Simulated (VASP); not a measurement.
The system is Be.

```
Be
1.0
     2.17047    0.00000    0.00000
    -0.72349    2.04634    0.00000
    -0.72349   -1.02317    1.77218
Be
1
Cartesian
  0.0000 0.0000 0.0000
```

| Item | Value |
| --- | --- |
| Program | VASP 6.6.1 |
| Task | relaxation of cell and atoms |
| Functional | PBEsol |
| Dispersion | D3(BJ) |
| Potentials or basis | VASP PAW PBE potentials, release 64 (Be) |
| Cutoff | 600 eV |
| k mesh | 16 × 16 × 16 |
| Occupations | methfessel-paxton, width 0.1 eV |
| Spin | no spin polarisation |

At the start: pressure -7.2 GPa; volume 7.87 Å³/atom.

How do energy, volume and symmetry change on relaxing?

Over 5 steps the energy falls by 10.7 meV/atom and the volume is 7.41 Å³/atom (-5.8 %); space group Im-3m (No. 229, to 0.05 Å).

Step by step:
```
step  energy change (eV)  largest force (eV/Å)  pressure (GPa)  volume (Å³)
   1              0.0000                0.0000           -7.18         7.87
   2             -0.0105                0.0000           -1.07         7.48
   3             -0.0107                0.0000           -0.04         7.42
   4             -0.0107                0.0000            0.12         7.41
   5             -0.0107                0.0000            0.01         7.41
```

Final structure:
```
CELL_PARAMETERS angstrom
2.12768 0.00000 0.00000
-0.70923 2.00600 0.00000
-0.70923 -1.00300 1.73724
ATOMIC_POSITIONS crystal
Be 0.00000 0.00000 0.00000
```

Caveat: the PAW data sets were made with another functional, which shifts forces and pressure a little; pairwise dispersion overbinds metals, which lowers pressure and volume.
